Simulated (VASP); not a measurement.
Here is a VASP 6.6.1 calculation.

File INCAR:

```
SYSTEM = MnRh
PREC = Accurate ; ENCUT = 500
EDIFF = 1E-6 ; ISMEAR = -1
SIGMA = 0.05 ; LREAL = .FALSE.
LASPH = .TRUE. ; NELM = 200
ALGO = Normal ; ISIF = 2
LWAVE = .FALSE. ; LCHARG = .TRUE.
ISPIN = 2 ; MAGMOM = 2.8 -0.2
LORBIT = 11 ; NUPDOWN = 2.4
LMAXMIX = 4 ; LELF = .TRUE.
LVHAR = .TRUE. ; NBANDS = 25
GGA_COMPAT = .FALSE.
```

Contents of KPOINTS:

```
regular mesh
0
G
  9 9 9
  0 0 0
```

The input POSCAR:

```
MnRh
1.0
    3.0440000000      0.0000000000      0.0000000000
    0.0000000000      3.0440000000      0.0000000000
    0.0000000000      0.0000000000      3.0440000000
Mn Rh
1 1
Direct
    0.0000000000      0.0000000000      0.0000000000
    0.5000000000      0.5000000000      0.5000000000
```

Potentials or basis: VASP PAW LDA potentials, release 64 (Mn_pv, Rh_pv).

Command:

```console
$ cat potpaw_LDA.64/Mn_pv/POTCAR potpaw_LDA.64/Rh_pv/POTCAR > POTCAR
$ mpirun -np 1 vasp_std > vasp.out
```

(1) What does it give for the pressure?

Results:

(1) -23.6 GPa.

Caveat: the cell stands under tension; the total moment is fixed, so each spin has its own Fermi level and the state may be an excited one.
